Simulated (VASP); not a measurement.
# Co in VASP: a series of runs, part 2 of 2

VASP 6.6.1. Earlier steps stand in the parts before.

**3. Single point, PBE, collinear spin, ferromagnetic start**

INCAR

```
SYSTEM = Co
ALGO = Normal
DIPOL = 0.5 0.5 0.498
EDIFF = 1E-7
ENCUT = 520
GGA = PE
IDIPOL = 3
ISIF = 2
ISMEAR = -1
ISPIN = 2
LASPH = .True.
LCHARG = .True.
LDIPOL = .True.
LELF = .True.
LMAXMIX = 4
LORBIT = 11
LREAL = .False.
LVACPOTAV = .True.
LVHAR = .True.
LWAVE = .False.
MAGMOM = 2 2 2 2 2
NBANDS = 34
NELM = 150
PREC = Accurate
SIGMA = 0.05
```

KPOINTS

```
k-points
0
Gamma
  12 12 1
  0 0 0
```

POSCAR

```
Co
1.0
    2.5190008694      0.0000000000      0.0000000000
   -1.2595004347      2.1815187451      0.0000000000
    0.0000000000      0.0000000000     23.1820000000
Co
5
Direct
    0.3333333333      0.6666666667      0.3235268743
    0.6666666667      0.3333333333      0.4117634371
    0.3333333333      0.6666666667      0.4981562380
    0.6666666667      0.3333333333      0.5855433002
    0.3333333333      0.6666666667      0.6693125383
```

Potentials or basis: VASP PAW PBE potentials, release 64 (Co).

Launch:

```
> cat potpaw_PBE.64/Co/POTCAR > POTCAR
> mpirun -np 1 vasp_std > vasp.out
```

OUTCAR:

```text
SYSTEM = Co
   EDIFF = 1E-7
   ENCUT = 520
   GGA = PE
   ISIF = 2
   ISMEAR = -1
   ISPIN = 2
   LASPH = .True.
   LORBIT = 11
   LREAL = .False.
   NELM = 150
   PREC = Accurate

 ion  position               nearest neighbor table
   1  0.333  0.667  0.324-   2 2.51   2 2.51   2 2.51
   2  0.667  0.333  0.412-   3 2.48   3 2.48   3 2.48   1 2.51   1 2.51   1 2.51
   3  0.333  0.667  0.498-   2 2.48   2 2.48   2 2.48   4 2.49   4 2.49   4 2.49
   4  0.667  0.333  0.586-   5 2.43   5 2.43   5 2.43   3 2.49   3 2.49   3 2.49
   5  0.333  0.667  0.669-   4 2.43   4 2.43   4 2.43

  LATTYP: Found a hexagonal cell.
 ALAT       =     2.5190008694
 C/A-ratio  =     9.2028551008

  Lattice vectors:

 A1 = (   2.5190008694,   0.0000000000,   0.0000000000)
 A2 = (  -1.2595004347,   2.1815187451,   0.0000000000)
 A3 = (   0.0000000000,   0.0000000000,  23.1820000000)

Analysis of symmetry for initial positions (statically):
=====================================================================
 Subroutine PRICEL returns:
 Original cell was already a primitive cell.

 Routine SETGRP: Setting up the symmetry group for a
 hexagonal supercell.

 Subroutine GETGRP returns: Found  6 space group operations
 (whereof  6 operations were pure point group operations)
 out of a pool of 24 trial point group operations.

The static configuration has the point symmetry C_3v.

Analysis of symmetry for dynamics (positions and initial velocities):
=====================================================================
 Subroutine PRICEL returns:
 Original cell was already a primitive cell.

 Routine SETGRP: Setting up the symmetry group for a
 hexagonal supercell.

 Subroutine GETGRP returns: Found  6 space group operations
 (whereof  6 operations were pure point group operations)
 out of a pool of 24 trial point group operations.

The dynamic configuration has the point symmetry C_3v.

Analysis of structural, dynamic, and magnetic symmetry:
[... 173 lines left out ...]

 k-point     1 :       0.0000    0.0000    0.0000
  band No.  band energies     occupation
      1      -6.8377      1.00000
      2      -5.9272      1.00000
      3      -4.6199      1.00000
      4      -3.6447      1.00000
      5      -3.3991      1.00000
      6      -1.1818      1.00000
[... 692 lines left out ...]
     33       8.6457      0.00000
     34      10.3656      0.00000
 Fermi energy:         1.6829234519

 spin component 2

 k-point     1 :       0.0000    0.0000    0.0000
  band No.  band energies     occupation
      1      -6.8216      1.00000
      2      -5.8906      1.00000
      3      -4.4881      1.00000
      4      -3.1314      1.00000
      5      -2.5005      1.00000
      6       0.3374      1.00000
[... 692 lines left out ...]
     33       9.3155      0.00000
     34      10.8754      0.00000

------------------------ aborting loop because EDIFF is reached ----------------------------------------

  FORCE on cell =-STRESS in cart. coord.  units (eV):
  Direction    XX          YY          ZZ          XY          YZ          ZX
  --------------------------------------------------------------------------------------
  -------------------------------------------------------------------------------------
  Total       -3.0262172     -3.0262172     -1.2632463      0.0000000     -0.0000000      0.0000000
  in kB      -38.0603270    -38.0603270    -15.8876793      0.0000000     -0.0000000      0.0000000
  external PRESSURE =     -30.6694444 kB  Pullay stress =       0.0000000 kB

 VOLUME and BASIS-vectors are now :
 -----------------------------------------------------------------------------
  energy-cutoff  :      520.00
  volume of cell :      127.39
      direct lattice vectors                 reciprocal lattice vectors
     2.519000869  0.000000000  0.000000000     0.396982793  0.229198122  0.000000000
    -1.259500435  2.181518745  0.000000000     0.000000000  0.458396244  0.000000000
     0.000000000  0.000000000 23.182000000     0.000000000  0.000000000  0.043136917

 POSITION                                       TOTAL-FORCE (eV/Angst)
 -----------------------------------------------------------------------------------
     -0.00000      1.45435      7.50000         0.000000      0.000000      0.532345
      1.25950      0.72717      9.54550         0.000000     -0.000000     -0.506954
     -0.00000      1.45435     11.54826         0.000000      0.000000      0.000407
      1.25950      0.72717     13.57406         0.000000      0.000000      0.008201
     -0.00000      1.45435     15.51600        -0.000000     -0.000000     -0.033999
 -----------------------------------------------------------------------------------
    total drift:                               -0.000000      0.000000     -0.000085

  FREE ENERGIE OF THE ION-ELECTRON SYSTEM (eV)
  ---------------------------------------------------
  free  energy   TOTEN  =       -33.6859562532 eV

  energy  without entropy=      -33.6407354248  energy(sigma->0) =      -33.66334584

 vacuum level on the upper side and lower side of the slab         6.513         6.582

 total charge

# of ion       s       p       d       tot
------------------------------------------
    1        0.469   0.377   7.213   8.059
    2        0.476   0.499   7.244   8.219
    3        0.482   0.504   7.252   8.238
    4        0.485   0.517   7.258   8.260
    5        0.481   0.397   7.236   8.114
--------------------------------------------------
tot          2.393   2.294  36.202  40.890

 magnetization (x)

# of ion       s       p       d       tot
------------------------------------------
    1       -0.008  -0.034   1.835   1.793
    2       -0.014  -0.048   1.783   1.721
    3       -0.012  -0.049   1.727   1.666
    4       -0.014  -0.049   1.766   1.703
    5       -0.008  -0.032   1.808   1.768
--------------------------------------------------
tot         -0.056  -0.212   8.920   8.652
```

OSZICAR:

```text
N       E                     dE             d eps       ncg     rms          rms(c)
DAV:   1     0.328833719558E+03    0.32883E+03   -0.19698E+04  2584   0.142E+03
DAV:   2    -0.164613934297E+02   -0.34530E+03   -0.32440E+03  2584   0.313E+02
DAV:   3    -0.383206104304E+02   -0.21859E+02   -0.20529E+02  2774   0.114E+02
[... 48 lines left out ...]
DAV:  52    -0.336859549935E+02   -0.32961E-06   -0.70636E-09  1696   0.722E-04    0.382E-04
DAV:  53    -0.336859553725E+02   -0.37897E-06   -0.41687E-09  1720   0.533E-04    0.220E-04
DAV:  54    -0.336859559224E+02   -0.54989E-06   -0.52091E-09  1726   0.254E-04    0.212E-04
DAV:  55    -0.336859561634E+02   -0.24106E-06   -0.20504E-09  1722   0.208E-04    0.144E-04
DAV:  56    -0.336859562532E+02   -0.89756E-07   -0.31432E-09  1676   0.343E-04
   1 F= -.33685956E+02 E0= -.33663346E+02  d E =-.452208E-01  mag=     8.5576
```

stdout:

```text
POSCAR found type information on POSCAR Co
 POSCAR found :  1 types and       5 ions
 scaLAPACK will be used
 LDA part: xc-table for (Slater+PW92), standard interpolation
 POSCAR, INCAR and KPOINTS ok, starting setup
 FFT: planning ... GRIDC
 FFT: planning ... GRID_SOFT
 FFT: planning ... GRID
 WAVECAR not read
 entering main loop
 -----------------------------------------------------------------------------
|                                                                             |
|           W    W    AA    RRRRR   N    N  II  N    N   GGGG   !!!           |
|           W    W   A  A   R    R  NN   N  II  NN   N  G    G  !!!           |
|           W    W  A    A  R    R  N N  N  II  N N  N  G       !!!           |
|           W WW W  AAAAAA  RRRRR   N  N N  II  N  N N  G  GGG   !            |
|           WW  WW  A    A  R   R   N   NN  II  N   NN  G    G                |
|           W    W  A    A  R    R  N    N  II  N    N   GGGG   !!!           |
|                                                                             |
|     Did not find any points to average over, which means that no vacuum     |
|     field-free region was found. Please increase the size of  your cell     |
|     in the dimension of the dipole correction to obtain accurate            |
|     workfunction values.                                                    |
|                                                                             |
 -----------------------------------------------------------------------------
```

Run time: 8.1 min. Hardware: 1 thread of AMD EPYC 9R14 (Zen 4), shared host; peak memory 0.33 GiB.

Results:

```yaml
Free_energy: -33.6860 eV
Largest_force: 0.532 eV/Å
Net_moment: 8.56 μB per cell
Site_moments: Co +1.79, +1.72, +1.67, +1.70, +1.77 μB
Valence_electrons_inside_the_program's_atomic_spheres: Co 8.06, 8.22, 8.24, 8.26, 8.11
```

Forces in eV/Å, atoms in the order of the input:
```
Co   0.000  0.000  0.532
Co   0.000  0.000 -0.507
Co   0.000  0.000  0.000
Co   0.000  0.000  0.008
Co   0.000  0.000 -0.034
```

**4. Single point, PBEsol, collinear spin, ferromagnetic start**

INCAR

```
SYSTEM = Co
PREC = Accurate
ENCUT = 520
EDIFF = 1E-6
ISMEAR = -1
SIGMA = 0.05
LREAL = .False.
LASPH = .True.
NELM = 150
ALGO = Normal
ISIF = 2
LWAVE = .False.
LCHARG = .False.
ISPIN = 2
MAGMOM = 2 2 2 2 2
LORBIT = 11
LMAXMIX = 4
LDIPOL = .True.
IDIPOL = 3
DIPOL = 0.5 0.5 0.495
GGA = PS
NBANDS = 34
```

KPOINTS

```
Automatic mesh
0
Gamma
  12 12 1
  0 0 0
```

POSCAR

```
Co
1.0
    2.5190008694      0.0000000000      0.0000000000
   -1.2595004347      2.1815187451      0.0000000000
    0.0000000000      0.0000000000     23.1820000000
Co
5
Direct
    0.3333333333      0.6666666667      0.3235268743
    0.6666666667      0.3333333333      0.4117634371
    0.3333333333      0.6666666667      0.4957776881
    0.6666666667      0.3333333333      0.5810662824
    0.3333333333      0.6666666667      0.6627694755
```

Launch:

```
> cat potpaw_PBE.64/Co/POTCAR > POTCAR
> mpirun -np 1 vasp_std > vasp.out
```

Run time: 5.8 min. Hardware: 1 thread of AMD EPYC 9R14 (Zen 4), shared host; peak memory 0.33 GiB.

The run converged. Its results:

```
Free energy                                           : -36.7975 eV
Largest force                                         : 0.806 eV/Å
Net moment                                            : 8.50 μB per cell
Site moments                                          : Co +1.79, +1.70, +1.63, +1.67, +1.75 μB
Valence electrons inside the program's atomic spheres : Co 8.06, 8.25, 8.29, 8.31, 8.14
```

Forces on the atoms (eV/Å):
```
Co   0.000  0.000  0.806
Co   0.000  0.000 -0.779
Co   0.000  0.000  0.002
Co   0.000  0.000  0.008
Co   0.000  0.000 -0.038
```

Levels at points of the mesh, in eV from the Fermi level:
Spin up:
```tsv
k point	band 25	band 26	band 27	band 28	band 29	band 30
(0.00, 0.00, 0.00)	-1.14	-0.92	-0.92	-0.80	-0.80	-0.50
(0.50, 0.00, 0.00)	-0.53	0.96	1.04	1.68	2.56	3.04
```
Spin down:
| k point | band 14 | band 15 | band 16 | band 17 | band 18 | band 19 | band 20 | band 21 | band 22 | band 23 |
| --- | --- | --- | --- | --- | --- | --- | --- | --- | --- | --- |
| (0.00, 0.00, 0.00) | -0.86 | -0.77 | -0.73 | -0.73 | -0.57 | -0.57 | -0.11 | -0.04 | -0.04 | 0.38 |
| (0.50, 0.00, 0.00) | -0.51 | -0.36 | 0.04 | 0.60 | 0.70 | 0.71 | 1.15 | 1.18 | 1.25 | 1.28 |

Caveat: the PAW data sets were made with another functional, which shifts forces and pressure a little.

**5. Overview**

```tsv
level	potentials or basis	cell	gap on the mesh (eV)	moment (μB)	largest force (eV/Å)
LDA	VASP PAW LDA potentials, release 64 (Co)	as given, atomic positions A	none	8.09	1.06
PBE	VASP PAW PBE potentials, release 64 (Co)	as given, atomic positions B	none	8.56	0.53
PBEsol	VASP PAW PBE potentials, release 64 (Co)	as given, atomic positions C	none	8.50	0.81
```

Alike in all rows: task single point; spin collinear, ferromagnetic start; k mesh 12 × 12 × 1; cutoff (eV) 520; smearing fermi-dirac 0.05 eV.

Caveats: the PAW data sets were made with another functional, which shifts forces and pressure a little (at least some runs).

Total energies depend on the potentials used, so only differences within one code and one set of settings carry meaning.
